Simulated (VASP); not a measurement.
A run of VASP 6.6.1 is set up as follows.

File INCAR:

```
SYSTEM = AlN
ALGO     = Normal         ! electronic algorithm
EDIFF    = 1E-6           ! SCF threshold, eV
EDIFFG   = -0.01          ! ionic threshold
ENCUT    = 600            ! plane-wave cutoff, eV
GGA      = PS             ! functional
IBRION   = 2              ! ionic algorithm
ISIF     = 3              ! what is computed and relaxed
ISMEAR   = -1             ! smearing method
LASPH    = .True.         ! aspherical terms in the spheres
LCHARG   = .False.        ! write CHGCAR
LREAL    = .False.        ! projectors in reciprocal space
LWAVE    = .False.        ! write WAVECAR
NELM     = 80             ! most SCF steps
NSW      = 60             ! ionic steps
PREC     = Accurate       ! precision mode
PSTRESS  = 100.0        
SIGMA    = 0.05           ! smearing width, eV
```

Contents of KPOINTS:

```
k-points
0
Gamma
  10 10 10
  0 0 0
```

File POSCAR:

```
AlN
1.0
    0.0000000000      2.1839935596      2.1839935596
    2.1839935596      0.0000000000      2.1839935596
    2.1839935596      2.1839935596      0.0000000000
Al N
1 1
Direct
    0.0000000000      0.0000000000      0.0000000000
    0.2500000000      0.2500000000      0.2500000000
```

Potentials or basis: VASP PAW PBE potentials, release 64 (Al, N).

The run is started by

```console
$ cat potpaw_PBE.64/Al/POTCAR potpaw_PBE.64/N/POTCAR > POTCAR
$ mpirun -np 1 vasp_std > vasp.out
```

Q: What does it give for the relaxed cell?

A: a = 3.049 Å, b = 3.049 Å, c = 3.049 Å, α = 60.00°, β = 60.00°, γ = 60.00°.

Q: What does it give for the band gap on the k mesh?

A: 3.20 eV, indirect (least direct gap 4.48 eV).

The path:
```tsv
step	energy change (eV)	largest force (eV/Å)	pressure (GPa)	volume (Å³)
1	0.0000	0.0000	1.21	20.83
2	0.1124	0.0000	21.67	19.16
3	0.0271	0.0000	9.91	20.04
```

Caveat: the cell is relaxed towards a set pressure, so the enthalpy falls and the energy may rise; the PAW data sets were made with another functional, which shifts forces and pressure a little. A k mesh can miss the band edges.
